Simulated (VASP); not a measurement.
# TaN in VASP: a series of runs, part 2 of 2

VASP 6.6.1. The steps go on from the part before.

**3. Electric field gradients, PBE (equal xy, yz and zx shear strains of +1 %)**

INCAR

```
PREC = Accurate ; ENCUT = 520
EDIFF = 1E-8 ; ISMEAR = -1
SIGMA = 0.02 ; LREAL = F
LASPH = T ; NELM = 120
ALGO = Normal ; ISIF = 2
LWAVE = F ; LCHARG = F
GGA = PE ; LEFG = T
NBANDS = 16 ; GGA_COMPAT = F
```

KPOINTS

```
Automatic mesh
0
Gamma
  9 9 9
```

POSCAR

```
TaN
1.0
    0.0217900000      2.1898950000      2.1898950000
    2.1898950000      0.0217900000      2.1898950000
    2.1898950000      2.1898950000      0.0217900000
Ta N
1 1
Direct
    0.5000000000      0.5000000000      0.5000000000
    0.0000000000      0.0000000000      0.0000000000
```

Potentials or basis: VASP PAW PBE potentials, release 64 (Ta_sv_GW, N).

Started as:

```sh
cat potpaw_PBE.64/Ta_sv_GW/POTCAR potpaw_PBE.64/N/POTCAR > POTCAR
mpirun -np 1 vasp_std > vasp.out
```

OUTCAR:

```text
PREC = Accurate
   ENCUT = 520
   EDIFF = 1E-8
   ISMEAR = -1
   LREAL = F
   LASPH = T
   NELM = 120
   ISIF = 2
   GGA = PE

 ion  position               nearest neighbor table
   1  0.500  0.500  0.500-   2 2.18   2 2.18   2 2.18   2 2.18   2 2.18   2 2.18
   2  0.000  0.000  0.000-   1 2.18   1 2.18   1 2.18   1 2.18   1 2.18   1 2.18

  LATTYP: Found a trigonal (rhomboedric) cell.
 ALAT       =     3.0970558642
 COS(alpha) =     0.5099250056

  Lattice vectors:

 A1 = (   0.0217900000,   2.1898950000,   2.1898950000)
 A2 = (   2.1898950000,   0.0217900000,   2.1898950000)
 A3 = (   2.1898950000,   2.1898950000,   0.0217900000)

Analysis of symmetry for initial positions (statically):
=====================================================================
 Subroutine PRICEL returns:
 Original cell was already a primitive cell.

 Routine SETGRP: Setting up the symmetry group for a
 trigonal (rhombohedral) supercell.

[... 644 lines left out ...]
      direct lattice vectors                 reciprocal lattice vectors
     0.021790000  2.189895000  2.189895000    -0.231757801  0.229474473  0.229474473
     2.189895000  0.021790000  2.189895000     0.229474473 -0.231757801  0.229474473
     2.189895000  2.189895000  0.021790000     0.229474473  0.229474473 -0.231757801

 POSITION                                       TOTAL-FORCE (eV/Angst)
 -----------------------------------------------------------------------------------
      2.20079      2.20079      2.20079         0.000000     -0.000000      0.000000
      0.00000      0.00000      0.00000        -0.000000      0.000000     -0.000000
 -----------------------------------------------------------------------------------
    total drift:                                0.000000     -0.000000      0.000000

  FREE ENERGIE OF THE ION-ELECTRON SYSTEM (eV)
  ---------------------------------------------------
  free  energy   TOTEN  =       -24.3149299260 eV

  energy  without entropy=      -24.3133909154  energy(sigma->0) =      -24.31416042

 Electric field gradients (V/A^2)
---------------------------------------------------------------------
 ion       V_xx      V_yy      V_zz      V_xy      V_xz      V_yz
---------------------------------------------------------------------
   1      -0.000    -0.000     0.000    -0.124    -0.124    -0.124
   2       0.000     0.000    -0.000     0.641     0.641     0.641
---------------------------------------------------------------------

 Electric field gradients after diagonalization (V/A^2)
 (convention: |V_zz| > |V_xx| > |V_yy|)
----------------------------------------------------------------------
 ion       V_xx      V_yy      V_zz     asymmetry (V_yy - V_xx)/ V_zz
----------------------------------------------------------------------
   1       0.124     0.124    -0.248       0.000
   2      -0.641    -0.641     1.282       0.000
----------------------------------------------------------------------

           NMR quadrupolar parameters

 Cq : quadrupolar parameter    Cq=e*Q*V_zz/h
 eta: asymmetry parameters     (V_yy - V_xx)/ V_zz
 Q  : nuclear electric quadrupole moment in mb (millibarn)
----------------------------------------------------------------------
 ion       Cq(MHz)       eta       Q (mb)
----------------------------------------------------------------------
   1      -0.001       0.000       1.000
   2       0.003       0.000       1.000
----------------------------------------------------------------------
```

OSZICAR:

```text
N       E                     dE             d eps       ncg     rms          rms(c)
DAV:   1     0.998678506675E+02    0.99868E+02   -0.11430E+04  2768   0.114E+03
DAV:   2    -0.237629287089E+02   -0.12363E+03   -0.11953E+03  3840   0.310E+02
DAV:   3    -0.284102769812E+02   -0.46473E+01   -0.46431E+01  3208   0.527E+01
DAV:   4    -0.285138835351E+02   -0.10361E+00   -0.10360E+00  3784   0.545E+00
DAV:   5    -0.285171688191E+02   -0.32853E-02   -0.32852E-02  3256   0.700E-01    0.465E+01
DAV:   6    -0.244444231730E+02    0.40727E+01   -0.88251E+00  3024   0.257E+01    0.456E+01
DAV:   7    -0.243564300894E+02    0.87993E-01   -0.47030E-01  2920   0.573E+00    0.251E+01
DAV:   8    -0.243167275500E+02    0.39703E-01   -0.14035E-01  3224   0.300E+00    0.615E-01
DAV:   9    -0.243149553635E+02    0.17722E-02   -0.56398E-03  3112   0.671E-01    0.447E-01
DAV:  10    -0.243149350108E+02    0.20353E-04   -0.12352E-03  3056   0.341E-01    0.121E-01
DAV:  11    -0.243149398201E+02   -0.48093E-05   -0.98516E-05  3136   0.104E-01    0.906E-02
DAV:  12    -0.243149296025E+02    0.10218E-04   -0.20339E-05  3360   0.383E-02    0.535E-02
DAV:  13    -0.243149299280E+02   -0.32547E-06   -0.18990E-06  3128   0.114E-02    0.114E-02
DAV:  14    -0.243149299260E+02    0.19725E-08   -0.36961E-09  2792   0.594E-04
   1 F= -.24314930E+02 E0= -.24314160E+02  d E =-.153901E-02
```

It took 13 s on 1 thread of Intel Xeon 6975P-C (Granite Rapids), shared host; peak memory 0.16 GiB.

What came out:

```yaml
Free_energy: -24.3149 eV
Pressure: 14.3 GPa
Band_gap_on_the_k_mesh: zero (bands 9 and 10 overlap by 3.67 eV)
Largest_electric_field_gradient_by_atom: Ta -0.2; N +1.3 V/Å²
```

Stress tensor (GPa, compression positive):
```
14.29 -0.83 -0.83
-0.83 14.29 -0.83
-0.83 -0.83 14.29
```

Electric field gradients, principal values (V/Å²):
```tsv
atom	least	middle	greatest (by size)
1 Ta	0.124	0.124	-0.248
2 N	-0.641	-0.641	1.282
```

Caveat: the cell differs from its parent crystal (equal xy, yz and zx shear strains of +1 %); the cell stands under pressure; without QUAD_EFG the Cq values of the log hold for a quadrupole moment of 1 mb, not for the nuclei; spin-orbit coupling is left out, which moves the levels of the heavy elements.
